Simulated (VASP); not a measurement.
Runs of VASP 6.6.1 on Na. The structure is that of space group Fm-3m (No. 225), or close to it. The cells are those of the table. 

```csv
cell,gap on the mesh (eV),pressure (GPa)
"a = 3.873 Å, angles 60.0°, 1 atom",none,(a)
"a = 3.663 Å, angles 60.0°, 1 atom",none,1.2
"a = 3.718 Å, angles 60.0°, 1 atom",none,0.7
"a = 3.771 Å, angles 60.0°, 1 atom",none,0.3
"a = 3.922 Å, angles 60.0°, 1 atom",none,(b)
```

Alike in all rows: task single point; level RPBE; potentials or basis VASP PAW PBE potentials, release 64 (Na_pv); no spin polarisation; k mesh 11 × 11 × 11; cutoff (eV) 520; smearing fermi-dirac 0.1 eV.

Task: Estimate the missing entries.

Result: (a) -0.2; (b) -0.5.

Caveats: the PAW data sets were made with another functional, which shifts forces and pressure a little.

A gap of «none» marks levels without a gap at the run's occupations.
